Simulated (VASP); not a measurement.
# Ge2N (Cmmm) in VASP: relaxation of cell and atoms with PBE

Aim: the relaxation of cell and atoms of Ge2N with PBE.

All numbers are computed with VASP 6.6.1; they aren't measurements. Logs are shortened: lines on timing, memory, paths and dates and some standing lists are left out, and cuts for length are marked.

## Step 1: The cell of the first run

Symmetry: Cmmm, No. 65, orthorhombic system. Conventional cell: a = 5.444 Å, b = 7.145 Å, c = 2.835 Å, α = 90.00°, β = 90.00°, γ = 90.00°. Ge (site symmetry m2m) has 2 N at 2.02 Å and 5 Ge at 2.81 to 2.88 Å within 2.9 Å. Within 2.7 Å of N (site symmetry mmm) lie 4 Ge at 2.02 Å.

The cell was built from a structure type or drawn by symmetry, and may not be a known phase.

## Step 2: Relaxation of cell and atoms, PBE

Contents of INCAR:

```
SYSTEM = Ge2N
PREC     = Accurate       ! precision mode
ENCUT    = 600            ! plane-wave cutoff, eV
EDIFF    = 1E-6           ! SCF threshold, eV
ISMEAR   = 0              ! smearing method
SIGMA    = 0.1            ! smearing width, eV
LREAL    = .False.        ! projectors in reciprocal space
LASPH    = .True.         ! aspherical terms in the spheres
NELM     = 80             ! most SCF steps
ALGO     = Normal         ! electronic algorithm
ISIF     = 3              ! what is computed and relaxed
LWAVE    = .False.        ! write WAVECAR
LCHARG   = .False.        ! write CHGCAR
GGA      = PE             ! functional
IBRION   = 2              ! ionic algorithm
NSW      = 100            ! ionic steps
EDIFFG   = -0.01          ! ionic threshold
```

Contents of KPOINTS:

```
regular mesh
0
Gamma
  12 12 16
  0 0 0
```

Contents of POSCAR:

```
Ge2N
1.0
    2.7218448136     -3.5725491908      0.0000000000
    2.7218448136      3.5725491908      0.0000000000
    0.0000000000      0.0000000000      2.8352596590
Ge N
2 1
Direct
    0.2018836905      0.7981163095      0.0000000000
    0.7981163095      0.2018836905      0.0000000000
    0.0000000000      0.0000000000      0.5000000000
```

Potentials or basis: VASP PAW PBE potentials, release 64 (Ge_d, N).

Started as:

```console
$ cat potpaw_PBE.64/Ge_d/POTCAR potpaw_PBE.64/N/POTCAR > POTCAR
$ mpirun -np 1 vasp_std > vasp.out
```

OUTCAR:

```text
SYSTEM = Ge2N
   PREC = Accurate
   ENCUT = 600
   EDIFF = 1E-6
   ISMEAR = 0
   LREAL = .False.
   LASPH = .True.
   NELM = 80
   ISIF = 3
   GGA = PE
   IBRION = 2
   NSW = 100
   EDIFFG = -0.01

 ion  position               nearest neighbor table
   1  0.202  0.798  0.000-   3 2.02   3 2.02   2 2.81   2 2.81   2 2.88
   2  0.798  0.202  0.000-   3 2.02   3 2.02   1 2.81   1 2.81   1 2.88
   3  0.000  0.000  0.500-   1 2.02   2 2.02   1 2.02   2 2.02

  LATTYP: Found a base centered orthorhombic cell.
 ALAT       =     5.4436896272
 B/A-ratio  =     1.3125469803
 C/A-ratio  =     0.5208341866

  Lattice vectors:

 A1 = (   2.7218448136,  -3.5725491908,   0.0000000000)
 A2 = (   2.7218448136,   3.5725491908,   0.0000000000)
 A3 = (   0.0000000000,   0.0000000000,   2.8352596590)

Analysis of symmetry for initial positions (statically):
=====================================================================
 Subroutine PRICEL returns:
 Original cell was already a primitive cell.

 Routine SETGRP: Setting up the symmetry group for a
 base centered orthorhombic supercell.

 Subroutine GETGRP returns: Found  8 space group operations
 (whereof  8 operations were pure point group operations)
 out of a pool of  8 trial point group operations.

The static configuration has the point symmetry D_2h.

Analysis of symmetry for dynamics (positions and initial velocities):
=====================================================================
 Subroutine PRICEL returns:
 Original cell was already a primitive cell.

 Routine SETGRP: Setting up the symmetry group for a
 base centered orthorhombic supercell.

 Subroutine GETGRP returns: Found  8 space group operations
 (whereof  8 operations were pure point group operations)
 out of a pool of  8 trial point group operations.

The dynamic configuration has the point symmetry D_2h.

 Subroutine INISYM returns: Found  8 space group operations
 (whereof  8 operations are pure point group operations),
 and found     1 'primitive' translations

----------------------------------------------------------------------------------------

                                     Primitive cell

  volume of cell :      55.1397

  direct lattice vectors                    reciprocal lattice vectors
     2.721844814 -3.572549191  0.000000000     0.183698937 -0.139956085  0.000000000
     2.721844814  3.572549191  0.000000000     0.183698937  0.139956085  0.000000000
     0.000000000  0.000000000  2.835259659     0.000000000  0.000000000  0.352701382

  length of vectors
     4.491274531  4.491274531  2.835259659     0.230939398  0.230939398  0.352701382

  position of ions in fractional coordinates (direct lattice)
     0.201883690  0.798116310  0.000000000
     0.798116310  0.201883690  0.000000000
     0.000000000  0.000000000  0.500000000

  ion indices of the primitive-cell ions
   primitive index   ion index
                 1           1
                 2           2
                 3           3

----------------------------------------------------------------------------------------

 KPOINTS: regular mesh

Automatic generation of k-mesh.
 Grid dimensions read from file:
 generate k-points for:   12   12   16

 Generating k-lattice:

  Cartesian coordinates                     Fractional coordinates (reciprocal lattice)
     0.015308245 -0.011663007  0.000000000     0.083333333 -0.000000000  0.000000000
     0.015308245  0.011663007  0.000000000    -0.000000000  0.083333333  0.000000000
     0.000000000  0.000000000  0.022043836     0.000000000  0.000000000  0.062500000

  Length of vectors
     0.019244950  0.019244950  0.022043836

  Shift w.r.t. Gamma in fractional coordinates (k-lattice)
     0.000000000  0.000000000  0.000000000

 Subroutine IBZKPT returns following result:
 ===========================================

 Found    387 irreducible k-points:

 Following reciprocal coordinates:
            Coordinates               Weight
  0.000000  0.000000  0.000000      1.000000
  0.083333  0.000000  0.000000      4.000000
  0.166667  0.000000  0.000000      4.000000
  0.250000 -0.000000  0.000000      4.000000
  0.333333 -0.000000  0.000000      4.000000
  0.416667 -0.000000  0.000000      4.000000
[... 16 lines left out ...]
  0.500000  0.166667  0.000000      4.000000
 -0.416667  0.166667  0.000000      4.000000
 [... further k-points ...]
   k-points           NKPTS =    387   k-points in BZ     NKDIM =    387   number of bands    NBANDS=     20
   number of dos      NEDOS =    301   number of ions     NIONS =      3
   total plane-waves  NPLWV =  31104
   dimension x,y,z NGX =    36 NGY =   36 NGZ =   24
   dimension x,y,z NGXF=    72 NGYF=   72 NGZF=   48
   ions per type =               2   1
   NGX,Y,Z   is equivalent  to a cutoff of  13.33, 13.33, 14.07 a.u.
   NGXF,Y,Z  is equivalent  to a cutoff of  26.65, 26.65, 28.14 a.u.
 SYSTEM =  Ge2N
   PREC   = accura    normal or accurate (medium, high low for compatibility)
   ISTART =      0    job   : 0-new  1-cont  2-samecut
   ICHARG =      2    charge: 1-file 2-atom 10-const
   ISPIN  =      1    spin polarized calculation?
   LNONCOLLINEAR =      F non collinear calculations
   LSORBIT =      F    spin-orbit coupling
   LASPH  =      T    aspherical Exc in radial PAW
   ENCUT  =  600.0 eV  44.10 Ry    6.64 a.u.   8.97  8.97  5.66*2*pi/ulx,y,z
   NELM   =     80;   NELMIN=  2; NELMDL= -5     # of ELM steps
   EDIFF  = 0.1E-05   stopping-criterion for ELM
   LREAL  =      F    real-space projection
   EDIFFG = -.1E-01   stopping-criterion for IOM
   NSW    =    100    number of steps for IOM
   IBRION =      2    ionic relax: 0-MD 1-quasi-New 2-CG
   NFREE  =      1    steps in history (QN), initial steepest desc. (CG)
   ISIF   =      3    stress and relaxation
   ISYM   =      2    0-nonsym 1-usesym 2-fastsym
   POTIM  = 0.5000    time-step for ionic-motion
   TEBEG  =    0.0;   TEEND  =   0.0 temperature during run
   PSTRESS=    0.0 pullay stress
   NELECT =      33.0000    total number of electrons
   NUPDOWN=      -1.0000    fix difference up-down
   EMIN   =  10.00;   EMAX   =-10.00  energy-range for DOS
   EFERMI =   0.00;   METHOD = LEGACY
   ISMEAR =     0;   SIGMA  =   0.10  broadening in eV -4-tet -1-fermi 0-gaus
   EFERMI_NEDOS =   21; number of points for ismear=-14 and -15
   IALGO  =     38    algorithm
   IMIX   =      4    mixing-type and parameters
     AMIX     =   0.40;   BMIX     =  1.00
     AMIX_MAG =   1.60;   BMIX_MAG =  1.00
  volume/ion in A,a.u.               =      18.38       124.03
  Fermi-wavevector in a.u.,A,eV,Ry     =   1.379615  2.607095 25.896491  1.903338
  Thomas-Fermi vector in A             =   2.504568
   LORBIT       =      0    0 simple, 1 ext, 2 COOP (PROOUT), +10 PAW based schemes
   GGA     = PE    functional components
   LHFCALC =     F    Hartree Fock is set to
   AEXX    =    0.0000 exact exchange contribution
   IVDW    =     0    specifies the selected vdW correction
   LEPSILON=     F    determine dielectric tensor
   LRPA    =     F    only Hartree local field effects (RPA)
 conjugate gradient relaxation of ions
 non-spin polarized calculation
 Gauss-broadening in eV      SIGMA  =   0.10
  energy-cutoff  :      600.00
  volume of cell :       55.14
 maximum number of plane-waves:      1863
   NGX = 17   NGY = 17   NGZ = 11

--------------------------------------- Ionic step        1  -------------------------------------------

 number of electron      32.9999990 magnetization

 Free energy of the ion-electron system (eV)
  ---------------------------------------------------
  ext. energy  EPLUGINS =         0.00000000
  ---------------------------------------------------
  free energy    TOTEN  =       -15.99468117 eV

  energy without entropy =      -15.98925569  energy(sigma->0) =      -15.99196843

------------------------ aborting loop because EDIFF is reached ----------------------------------------

  FORCE on cell =-STRESS in cart. coord.  units (eV):
  Direction    XX          YY          ZZ          XY          YZ          ZX
  --------------------------------------------------------------------------------------
  -------------------------------------------------------------------------------------
  Total       -0.5130171     -0.2612015      0.6128914     -0.0000000      0.0000000      0.0000000
  in kB      -14.9065790     -7.5896511     17.8085974     -0.0000000      0.0000000      0.0000000
  external PRESSURE =      -1.5625442 kB  Pullay stress =       0.0000000 kB
[... 92 lines left out ...]
  FREE ENERGIE OF THE ION-ELECTRON SYSTEM (eV)
  ---------------------------------------------------
  free  energy   TOTEN  =       -16.0019399720 eV

  energy  without entropy=      -15.9969747430  energy(sigma->0) =      -15.99945736

 E-fermi :   4.9116     XC(G=0): -10.0001

 val. band max:        4.9069406355   @ k =   0.4167   0.0833   0.4375
 cond. band min:       4.9129039221   @ k =  -0.4167   0.3333   0.1875
 fundamental gap:      0.0059632866
 Fermi energy:         4.9116361561

 k-point     1 :       0.0000    0.0000    0.0000
  band No.  band energies     occupation
      1     -20.3146      2.00000
      2     -20.2360      2.00000
      3     -20.2326      2.00000
      4     -20.1909      2.00000
      5     -20.1621      2.00000
      6     -20.1608      2.00000
[... 541 lines left out ...]
     19      10.2288      0.00000
     20      10.9227      0.00000

 [... further k-points ...]

[... ionic steps 4 to 21 ...]

--------------------------------------- Ionic step       22  -------------------------------------------

 number of electron      32.9999992 magnetization

------------------------ aborting loop because EDIFF is reached ----------------------------------------
[... 69 lines left out ...]
--------------------------------------- Ionic step       24  -------------------------------------------

 number of electron      32.9999990 magnetization

 Free energy of the ion-electron system (eV)
  ---------------------------------------------------
  ext. energy  EPLUGINS =         0.00000000
  ---------------------------------------------------
  free energy    TOTEN  =       -16.00520824 eV

  energy without entropy =      -16.00012549  energy(sigma->0) =      -16.00266686

 E-fermi :   4.8203     XC(G=0):  -9.9309

 val. band max:        4.8180368102   @ k =  -0.4167   0.3333   0.0625
 cond. band min:       4.8261939145   @ k =  -0.4167   0.3333   0.1250
 fundamental gap:      0.0081571043
 Fermi energy:         4.8203238085

 k-point     1 :       0.0000    0.0000    0.0000
  band No.  band energies     occupation
      1     -20.3985      2.00000
      2     -20.3206      2.00000
      3     -20.3143      2.00000
      4     -20.2736      2.00000
      5     -20.2447      2.00000
      6     -20.2438      2.00000
[... 541 lines left out ...]
     19      10.2282      0.00000
     20      10.7369      0.00000

 [... further k-points ...]

------------------------ aborting loop because EDIFF is reached ----------------------------------------

  FORCE on cell =-STRESS in cart. coord.  units (eV):
  Direction    XX          YY          ZZ          XY          YZ          ZX
  --------------------------------------------------------------------------------------
  -------------------------------------------------------------------------------------
  Total       -0.0121556      0.0117939     -0.0083042      0.0000000      0.0000000      0.0000000
  in kB       -0.3544339      0.3438872     -0.2421354      0.0000000      0.0000000      0.0000000
  external PRESSURE =      -0.0842274 kB  Pullay stress =       0.0000000 kB
[... 18 lines left out ...]
  FREE ENERGIE OF THE ION-ELECTRON SYSTEM (eV)
  ---------------------------------------------------
  free  energy   TOTEN  =       -16.0052082362 eV

  energy  without entropy=      -16.0001254896  energy(sigma->0) =      -16.00266686

 reached required accuracy - stopping structural energy minimisation
```

It took 89 min on 1 thread of Intel Xeon 8259CL, shared host; peak memory 0.59 GiB.

Results:

```
Free energy                           : -16.0052 eV
Relaxed volume                        : 18.32 Å³/atom
Relaxed cell                          : a = 4.496 Å, b = 4.496 Å, c = 2.854 Å, α = 90.00°, β = 90.00°, γ = 107.76°
Space group after relaxing (to 0.1 Å) : Cmmm (No. 65)
Energy gained by relaxing             : 3.5 meV/atom
Ionic steps                           : 24
Pressure after relaxing               : 0.0 GPa
Largest force after relaxing          : 0.009 eV/Å
Band gap on the k mesh                : zero (an odd number of electrons rules out a gap without spin polarisation)
```

Forces in eV/Å, atoms in the order of the input:
```
Ge   0.000 -0.009  0.000
Ge   0.000  0.009  0.000
N    0.000  0.000  0.000
```

Step by step:
| step | energy change (eV) | largest force (eV/Å) | pressure (GPa) | volume (Å³) |
| --- | --- | --- | --- | --- |
| 1 | 0.0000 | 0.1160 | -0.16 | 55.14 |
| 2 | -0.0071 | 0.0218 | -0.17 | 54.99 |
| 3 | -0.0073 | 0.0384 | -0.30 | 54.97 |
| 4 | -0.0087 | 0.0258 | -0.11 | 54.67 |
| 5 | -0.0089 | 0.0510 | -0.25 | 54.55 |
| 6 | -0.0086 | 0.1021 | -0.03 | 54.32 |
| 7 | -0.0089 | 0.0645 | -0.15 | 54.49 |
| 8 | -0.0090 | 0.0095 | 0.23 | 54.25 |
| 9 | -0.0091 | 0.0271 | 0.18 | 54.37 |
| 10 | -0.0094 | 0.0149 | 0.18 | 54.44 |
| 11 | -0.0099 | 0.0182 | 0.12 | 54.64 |
| 12 | -0.0098 | 0.0903 | 0.21 | 55.06 |
| 13 | -0.0100 | 0.0441 | 0.23 | 54.79 |
| 14 | -0.0102 | 0.0245 | 0.06 | 54.88 |
| 15 | -0.0103 | 0.0043 | -0.05 | 54.96 |
| 16 | -0.0103 | 0.0357 | -0.28 | 55.13 |
| 17 | -0.0103 | 0.0094 | -0.04 | 55.01 |
| 18 | -0.0103 | 0.0218 | -0.19 | 55.07 |
| 19 | -0.0103 | 0.0166 | -0.11 | 55.04 |
| 20 | -0.0104 | 0.0153 | -0.14 | 55.04 |
| 21 | -0.0104 | 0.0141 | -0.12 | 55.03 |
| 22 | -0.0105 | 0.0117 | -0.10 | 55.02 |
| 23 | -0.0105 | 0.0144 | -0.01 | 54.94 |
| 24 | -0.0105 | 0.0088 | -0.01 | 54.95 |

Final structure:
```
Ge N
1.0
     2.65020   -3.63191    0.00000
     2.65020    3.63191    0.00000
     0.00000    0.00000    2.85435
Ge N
2 1
Direct
  0.19752 0.80248 0.00000
  0.80248 0.19752 0.00000
  0.00000 0.00000 0.50000
```

Levels at points of the mesh, in eV from the Fermi level:
```
           k point  band 15  band 16  band 17  band 18  band 19  band 20
(0.00, 0.00, 0.00)    -3.54    -3.05    -1.45     3.33     5.32     6.35
(0.50, 0.00, 0.00)    -2.98    -1.67     1.72     2.52     2.84     5.45
(0.50, 0.50, 0.00)    -2.92    -2.43     0.45     0.56     5.89     5.99
(0.00, 0.00, 0.50)    -3.45    -2.10    -1.68    -1.07     3.33     4.23
(0.50, 0.00, 0.50)    -3.18    -2.38    -0.45     1.37     2.67     4.69
(0.50, 0.50, 0.50)    -2.46    -2.10    -1.05     1.20     2.35     5.67
```
